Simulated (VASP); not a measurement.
KCl, 2 atoms in the cell. The structure is cubic, space group Fm-3m (No. 225). The conventional cell has a = 6.290 Å, b = 6.290 Å, c = 6.290 Å, α = 90.00°, β = 90.00°, γ = 90.00°. Within 4.1 Å of K (site symmetry m-3m) lie 6 Cl at 3.14 Å. Cl (site symmetry m-3m) has 6 K at 3.14 Å within 4.1 Å. 

| Quantity | Value |
| --- | --- |
| Program | VASP 6.6.1 |
| Task | single point |
| Functional | PBE |
| Potentials or basis | VASP PAW PBE potentials, release 64 (K_sv, Cl) |
| Cutoff | 520 eV |
| k mesh | 4 × 4 × 4 |
| Occupations | gaussian, width 0.01 eV |
| Spin | no spin polarisation |
| Dipole correction | no |
| Further INCAR settings | ALGO = Normal; EDIFF = 1e-06; NBANDS = 15 |

Potentials or basis: VASP PAW PBE potentials, release 64 (K_sv, Cl).

The run is started by

```bash
$ cat potpaw_PBE.64/K_sv/POTCAR potpaw_PBE.64/Cl/POTCAR > POTCAR
$ mpirun -np 1 vasp_std > vasp.out
```

Hardware: 1 thread of Intel(R) Xeon(R) Platinum 8488C (Sapphire Rapids), with other jobs on the host.

Question: Estimate the wall time of this run.

Answer: Wall time 9.8 s on 1 thread of Intel(R) Xeon(R) Platinum 8488C (Sapphire Rapids) (shared host), peak memory 0.2 GiB. Counts: scf iterations 13, k points 8.
